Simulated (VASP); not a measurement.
# GaN (gwk.c) (F-43m) in VASP: single point with PBE

Aim: the single point of GaN (gwk.c) with PBE.

All numbers are computed with VASP 6.6.1; they aren't measurements. Logs are shortened: lines on timing, memory, paths and dates and some standing lists are left out, and cuts for length are marked.

### Step 1. The cell of the first run

The structure is cubic, space group F-43m (No. 216). Conventional cell: a = 4.548 Å, b = 4.548 Å, c = 4.548 Å, α = 90.00°, β = 90.00°, γ = 90.00°. Ga (site symmetry -43m) has 4 N at 1.97 Å within 2.6 Å. Within 2.6 Å of N (site symmetry -43m) lie 4 Ga at 1.97 Å.

### Step 2. Single point, PBE

File INCAR:

```
SYSTEM = GaN
  ALGO = Normal
  EDIFF = 1E-6
  ENCUT = 600
  GGA = PE
  GGA_COMPAT = .False.
  ISIF = 2
  ISMEAR = 0
  LASPH = .True.
  LCHARG = .False.
  LREAL = .False.
  LWAVE = .False.
  NBANDS = 16
  NELM = 120
  PREC = Accurate
  SIGMA = 0.01
```

File KPOINTS:

```
k-points
0
Gamma
  8 8 8
  0 0 0
```

File POSCAR:

```
GaN
1.0
    0.0000000000      2.2742384969      2.2742384969
    2.2742384969      0.0000000000      2.2742384969
    2.2742384969      2.2742384969      0.0000000000
Ga N
1 1
Direct
    0.0000000000      0.0000000000      0.0000000000
    0.7500000000      0.7500000000      0.7500000000
```

Potentials or basis: VASP PAW PBE potentials, release 64 (Ga_d, N).

The run is started by

```
$ cat potpaw_PBE.64/Ga_d/POTCAR potpaw_PBE.64/N/POTCAR > POTCAR
$ mpirun -np 1 vasp_std > vasp.out
```

OUTCAR:

```text
SYSTEM = GaN
   EDIFF = 1E-6
   ENCUT = 600
   GGA = PE
   ISIF = 2
   ISMEAR = 0
   LASPH = .True.
   LREAL = .False.
   NELM = 120
   PREC = Accurate

 ion  position               nearest neighbor table
   1  0.000  0.000  0.000-   2 1.97   2 1.97   2 1.97   2 1.97
   2  0.750  0.750  0.750-   1 1.97   1 1.97   1 1.97   1 1.97

  LATTYP: Found a face centered cubic cell.
 ALAT       =     4.5484769938

  Lattice vectors:

 A1 = (   0.0000000000,   2.2742384969,   2.2742384969)
 A2 = (   2.2742384969,   0.0000000000,   2.2742384969)
 A3 = (   2.2742384969,   2.2742384969,   0.0000000000)

Analysis of symmetry for initial positions (statically):
=====================================================================
 Subroutine PRICEL returns:
 Original cell was already a primitive cell.

 Routine SETGRP: Setting up the symmetry group for a
 face centered cubic supercell.

 Subroutine GETGRP returns: Found 24 space group operations
 (whereof 24 operations were pure point group operations)
 out of a pool of 48 trial point group operations.

The static configuration has the point symmetry T_d .

Analysis of symmetry for dynamics (positions and initial velocities):
=====================================================================
 Subroutine PRICEL returns:
 Original cell was already a primitive cell.

 Routine SETGRP: Setting up the symmetry group for a
 face centered cubic supercell.

 Subroutine GETGRP returns: Found 24 space group operations
 (whereof 24 operations were pure point group operations)
 out of a pool of 48 trial point group operations.

The dynamic configuration has the point symmetry T_d .

 Subroutine INISYM returns: Found 24 space group operations
 (whereof 24 operations are pure point group operations),
 and found     1 'primitive' translations

----------------------------------------------------------------------------------------

                                     Primitive cell

  volume of cell :      23.5255

  direct lattice vectors                    reciprocal lattice vectors
     0.000000000  2.274238497  2.274238497    -0.219853811  0.219853811  0.219853811
     2.274238497  0.000000000  2.274238497     0.219853811 -0.219853811  0.219853811
     2.274238497  2.274238497  0.000000000     0.219853811  0.219853811 -0.219853811

  length of vectors
     3.216258926  3.216258926  3.216258926     0.380797970  0.380797970  0.380797970

  position of ions in fractional coordinates (direct lattice)
     0.000000000  0.000000000  0.000000000
     0.750000000  0.750000000  0.750000000

  ion indices of the primitive-cell ions
   primitive index   ion index
                 1           1
                 2           2

----------------------------------------------------------------------------------------

 KPOINTS: k-points

Automatic generation of k-mesh.
 Grid dimensions read from file:
 generate k-points for:    8    8    8

 Generating k-lattice:

  Cartesian coordinates                     Fractional coordinates (reciprocal lattice)
    -0.027481726  0.027481726  0.027481726     0.125000000  0.000000000  0.000000000
     0.027481726 -0.027481726  0.027481726     0.000000000  0.125000000  0.000000000
     0.027481726  0.027481726 -0.027481726     0.000000000  0.000000000  0.125000000

  Length of vectors
     0.047599746  0.047599746  0.047599746

  Shift w.r.t. Gamma in fractional coordinates (k-lattice)
     0.000000000  0.000000000  0.000000000

 Subroutine IBZKPT returns following result:
 ===========================================

 Found     29 irreducible k-points:

 Following reciprocal coordinates:
            Coordinates               Weight
  0.000000  0.000000  0.000000      1.000000
  0.125000  0.000000  0.000000      8.000000
  0.250000  0.000000  0.000000      8.000000
  0.375000  0.000000  0.000000      8.000000
  0.500000  0.000000  0.000000      4.000000
  0.125000  0.125000  0.000000      6.000000
[... 16 lines left out ...]
  0.500000  0.250000  0.125000     48.000000
 -0.375000  0.250000  0.125000     24.000000
 [... further k-points ...]
   k-points           NKPTS =     29   k-points in BZ     NKDIM =     29   number of bands    NBANDS=     16
   number of dos      NEDOS =    301   number of ions     NIONS =      2
   total plane-waves  NPLWV =  21952
   dimension x,y,z NGX =    28 NGY =   28 NGZ =   28
   dimension x,y,z NGXF=    56 NGYF=   56 NGZF=   56
   ions per type =               1   1
   NGX,Y,Z   is equivalent  to a cutoff of  14.47, 14.47, 14.47 a.u.
   NGXF,Y,Z  is equivalent  to a cutoff of  28.95, 28.95, 28.95 a.u.
 SYSTEM =  GaN
   PREC   = accura    normal or accurate (medium, high low for compatibility)
   ISTART =      0    job   : 0-new  1-cont  2-samecut
   ICHARG =      2    charge: 1-file 2-atom 10-const
   ISPIN  =      1    spin polarized calculation?
   LNONCOLLINEAR =      F non collinear calculations
   LSORBIT =      F    spin-orbit coupling
   LASPH  =      T    aspherical Exc in radial PAW
   ENCUT  =  600.0 eV  44.10 Ry    6.64 a.u.   6.42  6.42  6.42*2*pi/ulx,y,z
   NELM   =    120;   NELMIN=  2; NELMDL= -5     # of ELM steps
   EDIFF  = 0.1E-05   stopping-criterion for ELM
   LREAL  =      F    real-space projection
   EDIFFG = 0.1E-04   stopping-criterion for IOM
   NSW    =      0    number of steps for IOM
   IBRION =     -1    ionic relax: 0-MD 1-quasi-New 2-CG
   NFREE  =      0    steps in history (QN), initial steepest desc. (CG)
   ISIF   =      2    stress and relaxation
   ISYM   =      2    0-nonsym 1-usesym 2-fastsym
   POTIM  = 0.5000    time-step for ionic-motion
   TEBEG  =    0.0;   TEEND  =   0.0 temperature during run
   PSTRESS=    0.0 pullay stress
   NELECT =      18.0000    total number of electrons
   NUPDOWN=      -1.0000    fix difference up-down
   EMIN   =  10.00;   EMAX   =-10.00  energy-range for DOS
   EFERMI =   0.00;   METHOD = LEGACY
   ISMEAR =     0;   SIGMA  =   0.01  broadening in eV -4-tet -1-fermi 0-gaus
   EFERMI_NEDOS =   21; number of points for ismear=-14 and -15
   IALGO  =     38    algorithm
   IMIX   =      4    mixing-type and parameters
     AMIX     =   0.40;   BMIX     =  1.00
     AMIX_MAG =   1.60;   BMIX_MAG =  1.00
  volume/ion in A,a.u.               =      11.76        79.38
  Fermi-wavevector in a.u.,A,eV,Ry     =   1.497337  2.829557 30.504523  2.242019
  Thomas-Fermi vector in A             =   2.609238
   LORBIT       =      0    0 simple, 1 ext, 2 COOP (PROOUT), +10 PAW based schemes
   GGA     = PE    functional components
   LHFCALC =     F    Hartree Fock is set to
   AEXX    =    0.0000 exact exchange contribution
   IVDW    =     0    specifies the selected vdW correction
   LEPSILON=     F    determine dielectric tensor
   LRPA    =     F    only Hartree local field effects (RPA)
 non-spin polarized calculation
 Gauss-broadening in eV      SIGMA  =   0.01
  energy-cutoff  :      600.00
  volume of cell :       23.53
 maximum number of plane-waves:       817
 NGX is ok and might be reduce to    28
   NGX = 13   NGY = 13   NGZ = 13

 number of electron      18.0000002 magnetization

 Free energy of the ion-electron system (eV)
  ---------------------------------------------------
  ext. energy  EPLUGINS =         0.00000000
  ---------------------------------------------------
  free energy    TOTEN  =       -12.15451435 eV

  energy without entropy =      -12.15451435  energy(sigma->0) =      -12.15451435

 E-fermi :   5.0952     XC(G=0): -11.5207

 val. band max:        4.9875442193   @ k =   0.0000   0.0000   0.0000
 cond. band min:       6.5343281342   @ k =   0.0000   0.0000   0.0000
 fundamental gap:      1.5467839149
 Fermi energy:         5.0952291850

 k-point     1 :       0.0000    0.0000    0.0000
  band No.  band energies     occupation
      1     -10.7161      2.00000
      2      -8.4360      2.00000
      3      -8.4360      2.00000
      4      -8.4360      2.00000
      5      -8.1432      2.00000
      6      -8.1432      2.00000
[... 8 lines left out ...]
     15      23.6342      0.00000
     16      23.6342      0.00000

 k-point     2 :       0.1250    0.0000    0.0000
  band No.  band energies     occupation
      1     -10.5583      2.00000
      2      -8.4171      2.00000
      3      -8.4171      2.00000
      4      -8.3685      2.00000
      5      -8.1447      2.00000
      6      -8.1447      2.00000
[... 8 lines left out ...]
     15      22.0641      0.00000
     16      22.0641      0.00000

 k-point     3 :       0.2500    0.0000    0.0000
  band No.  band energies     occupation
      1     -10.2147      2.00000
      2      -8.3800      2.00000
      3      -8.3800      2.00000
      4      -8.1386      2.00000
      5      -8.1386      2.00000
      6      -8.0594      2.00000
[... 8 lines left out ...]
     15      21.6679      0.00000
     16      21.6679      0.00000

 k-point     4 :       0.3750    0.0000    0.0000
  band No.  band energies     occupation
      1      -9.9677      2.00000
      2      -8.3591      2.00000
      3      -8.3591      2.00000
      4      -8.1148      2.00000
      5      -8.1148      2.00000
      6      -7.3830      2.00000
[... 8 lines left out ...]
     15      23.0053      0.00000
     16      23.0053      0.00000
[... 324 lines left out ...]
 k-point    22 :       0.3750    0.2500    0.1250
  band No.  band energies     occupation
      1     -10.0084      2.00000
      2      -8.3392      2.00000
      3      -8.3218      2.00000
      4      -8.2136      2.00000
      5      -8.1163      2.00000
      6      -7.7053      2.00000
[... 8 lines left out ...]
     15      23.8494      0.00000
     16      25.9513      0.00000

 k-point    23 :       0.5000    0.2500    0.1250
  band No.  band energies     occupation
      1      -9.8561      2.00000
      2      -8.3346      2.00000
      3      -8.2931      2.00000
      4      -8.1845      2.00000
      5      -8.1106      2.00000
      6      -7.0231      2.00000
[... 8 lines left out ...]
     15      23.9126      0.00000
     16      25.7747      0.00000

 k-point    24 :      -0.3750    0.2500    0.1250
  band No.  band energies     occupation
      1      -9.8125      2.00000
      2      -8.3396      2.00000
      3      -8.2827      2.00000
      4      -8.1603      2.00000
      5      -8.1124      2.00000
      6      -6.5928      2.00000
[... 8 lines left out ...]
     15      23.5251      0.00000
     16      25.7200      0.00000

 [... further k-points ...]

------------------------ aborting loop because EDIFF is reached ----------------------------------------

  FORCE on cell =-STRESS in cart. coord.  units (eV):
  Direction    XX          YY          ZZ          XY          YZ          ZX
  --------------------------------------------------------------------------------------
  -------------------------------------------------------------------------------------
  Total       -0.0079016     -0.0079016     -0.0079016     -0.0000000     -0.0000000     -0.0000000
  in kB       -0.5381311     -0.5381311     -0.5381311     -0.0000000     -0.0000000     -0.0000000
  external PRESSURE =      -0.5381311 kB  Pullay stress =       0.0000000 kB

 VOLUME and BASIS-vectors are now :
 -----------------------------------------------------------------------------
  energy-cutoff  :      600.00
  volume of cell :       23.53
      direct lattice vectors                 reciprocal lattice vectors
     0.000000000  2.274238497  2.274238497    -0.219853811  0.219853811  0.219853811
     2.274238497  0.000000000  2.274238497     0.219853811 -0.219853811  0.219853811
     2.274238497  2.274238497  0.000000000     0.219853811  0.219853811 -0.219853811

 POSITION                                       TOTAL-FORCE (eV/Angst)
 -----------------------------------------------------------------------------------
      0.00000      0.00000      0.00000        -0.000000      0.000000      0.000000
      3.41136      3.41136      3.41136         0.000000     -0.000000     -0.000000
 -----------------------------------------------------------------------------------
    total drift:                               -0.000000     -0.000000     -0.000000

  FREE ENERGIE OF THE ION-ELECTRON SYSTEM (eV)
  ---------------------------------------------------
  free  energy   TOTEN  =       -12.1545143504 eV

  energy  without entropy=      -12.1545143504  energy(sigma->0) =      -12.15451435
```

Run time: 10 s. Hardware: 1 thread of Intel Xeon 6975P-C (Granite Rapids), shared host; peak memory 0.16 GiB.

Results:

```yaml
Free_energy: -12.1545 eV
Pressure: -0.1 GPa
Band_gap_on_the_k_mesh: 1.55 eV, direct
```

PBE gaps usually lie below the measured ones, often by a third to a half.
